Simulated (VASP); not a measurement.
Set up this calculation in VASP 6.6.1, as the native input.

| Property | Result |
| --- | --- |
| Task | electric field gradients |
| Functional | PBE |
| Potentials or basis | VASP PAW PBE potentials, release 64 (Li_sv, Br, H) |
| Cutoff | 520 eV |
| k mesh | 3 × 3 × 3 |
| Occupations | fermi-dirac, width 0.01 eV |
| Spin | no spin polarisation |
| Dipole correction | no |
| Further INCAR settings | LREAL = Auto; ALGO = Normal; EDIFF = 1e-08; NBANDS = 90 |

The structure of Li27H26Br (a cell with a defect) lies in POSCAR:

```
Li27H26Br
1.0
    0.0000000000      6.1102500000      6.1102500000
    6.1102500000      0.0000000000      6.1102500000
    6.1102500000      6.1102500000      0.0000000000
Li Br H
27 1 26
Direct
    0.0000000000      0.0000000000      0.0000000000
    0.0000000000      0.0000000000      0.3333333333
    0.0000000000      0.0000000000      0.6666666667
    0.0000000000      0.3333333333      0.0000000000
    0.0000000000      0.3333333333      0.3333333333
    0.0000000000      0.3333333333      0.6666666667
    0.0000000000      0.6666666667      0.0000000000
    0.0000000000      0.6666666667      0.3333333333
    0.0000000000      0.6666666667      0.6666666667
    0.3333333333      0.0000000000      0.0000000000
    0.3333333333      0.0000000000      0.3333333333
    0.3333333333      0.0000000000      0.6666666667
    0.3333333333      0.3333333333      0.0000000000
    0.3333333333      0.3333333333      0.3333333333
    0.3333333333      0.3333333333      0.6666666667
    0.3333333333      0.6666666667      0.0000000000
    0.3333333333      0.6666666667      0.3333333333
    0.3333333333      0.6666666667      0.6666666667
    0.6666666667      0.0000000000      0.0000000000
    0.6666666667      0.0000000000      0.3333333333
    0.6666666667      0.0000000000      0.6666666667
    0.6666666667      0.3333333333      0.0000000000
    0.6666666667      0.3333333333      0.3333333333
    0.6666666667      0.3333333333      0.6666666667
    0.6666666667      0.6666666667      0.0000000000
    0.6666666667      0.6666666667      0.3333333333
    0.6666666667      0.6666666667      0.6666666667
    0.1666666667      0.1666666667      0.1666666667
    0.1666666667      0.1666666667      0.5000000000
    0.1666666667      0.1666666667      0.8333333333
    0.1666666667      0.5000000000      0.1666666667
    0.1666666667      0.5000000000      0.5000000000
    0.1666666667      0.5000000000      0.8333333333
    0.1666666667      0.8333333333      0.1666666667
    0.1666666667      0.8333333333      0.5000000000
    0.1666666667      0.8333333333      0.8333333333
    0.5000000000      0.1666666667      0.1666666667
    0.5000000000      0.1666666667      0.5000000000
    0.5000000000      0.1666666667      0.8333333333
    0.5000000000      0.5000000000      0.1666666667
    0.5000000000      0.5000000000      0.5000000000
    0.5000000000      0.5000000000      0.8333333333
    0.5000000000      0.8333333333      0.1666666667
    0.5000000000      0.8333333333      0.5000000000
    0.5000000000      0.8333333333      0.8333333333
    0.8333333333      0.1666666667      0.1666666667
    0.8333333333      0.1666666667      0.5000000000
    0.8333333333      0.1666666667      0.8333333333
    0.8333333333      0.5000000000      0.1666666667
    0.8333333333      0.5000000000      0.5000000000
    0.8333333333      0.5000000000      0.8333333333
    0.8333333333      0.8333333333      0.1666666667
    0.8333333333      0.8333333333      0.5000000000
    0.8333333333      0.8333333333      0.8333333333
```

The input as run:

INCAR

```
PREC = Accurate ; ENCUT = 520
EDIFF = 1E-8 ; ISMEAR = -1
SIGMA = 0.01 ; LREAL = Auto
LASPH = T ; NELM = 80
ALGO = Normal ; ISIF = 2
LWAVE = F ; LCHARG = F
GGA = PE ; LEFG = T
NBANDS = 90
```

KPOINTS

```
Automatic mesh
0
Gamma
  3 3 3
```

Potentials or basis: VASP PAW PBE potentials, release 64 (Li_sv, Br, H).

Launch:

```console
$ cat potpaw_PBE.64/Li_sv/POTCAR potpaw_PBE.64/Br/POTCAR potpaw_PBE.64/H/POTCAR > POTCAR
$ mpirun -np 1 vasp_std > vasp.out
```

It gave:

```json
{"Largest force": "2.739 eV/Å", "Band gap on the k mesh": "3.62 eV", "Largest electric field gradient by atom": "Li +0.1, +2.2, +0.0, -0.0 (each value once); Br +0.0; H +0.2, -0.0 (each value once) V/Å²"}
```

Caveat: without QUAD_EFG the Cq values of the log hold for a quadrupole moment of 1 mb, not for the nuclei.

It took 11 min on 1 thread of AMD EPYC 7R13 Processor (Zen 3), with other jobs on the host, peak memory 0.56 GiB.
